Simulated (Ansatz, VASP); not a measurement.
GaSb in VASP and in Ansatz

File INCAR:

```
PREC     = Accurate       # precision mode
ENCUT    = 520            # plane-wave cutoff, eV
EDIFF    = 1E-7           # SCF threshold, eV
ISMEAR   = -1             # smearing method
SIGMA    = 0.05           # smearing width, eV
LREAL    = False          # projectors in reciprocal space
LASPH    = True           # aspherical terms in the spheres
NELM     = 60             # most SCF steps
ALGO     = Normal         # electronic algorithm
ISIF     = 2              # what is computed and relaxed
LWAVE    = False          # write WAVECAR
LCHARG   = False          # write CHGCAR
GGA      = PS             # functional
NBANDS   = 16             # bands
```

Contents of KPOINTS:

```
Automatic mesh
0
Gamma
  6 6 6
```

POSCAR

```
GaSb
1.0
    0.0000000000      3.0590000000      3.0590000000
    3.0590000000      0.0000000000      3.0590000000
    3.0590000000      3.0590000000      0.0000000000
Sb Ga
1 1
Direct
    0.7500000000      0.7500000000      0.7500000000
    0.0000000000      0.0000000000      0.0000000000
```

The input input.yaml:

```yaml
crystal:
  lattice:
    - [0.0, 3.059, 3.059]
    - [3.059, 0.0, 3.059]
    - [3.059, 3.059, 0.0]
  atoms:
    - { symbol: Sb, position: [0.75, 0.75, 0.75] }
    - { symbol: Ga, position: [0.0, 0.0, 0.0] }
kpoints:
  mp_grid: { grid: [6, 6, 6] }
scf:
  occupations: { method: fermi_dirac, width: 0.05 }
hamiltonian:
  xc: pbesol
  pseudopotentials: { kind: all_electron, datasets: crystal }
output:
  forces: true
  stress: true
  eigenvalues: true
```

Alike in both runs: task single point; functional PBEsol; k mesh 6 × 6 × 6; occupations fermi-dirac, width 0.05 eV; no spin polarisation.

|  | VASP | Ansatz |
| --- | --- | --- |
| version | VASP 6.6.1 | Ansatz 0.2.0 |
| potentials or method | VASP PAW PBE potentials, release 64 (Sb, Ga_d), cutoff 520 eV | all-electron PAW datasets made for the crystal |

Ansatz gave:

* gap on the k mesh at the Fermi level (eV): none
* pressure (GPa): -0.1

What did VASP give for the same quantities?

gap on the k mesh at the Fermi level (eV): none; pressure (GPa): 0.0.

VASP's potentials were made for PBE, not for PBEsol. A gap of «none» marks a metal or a gap that the smearing closes. Ansatz ran all-electron here, and VASP with PAW potentials.

Neither program's run includes spin-orbit coupling. Noted on Ansatz's run: the k mesh is thin for a metal, which can move the energy by tens of meV per atom.
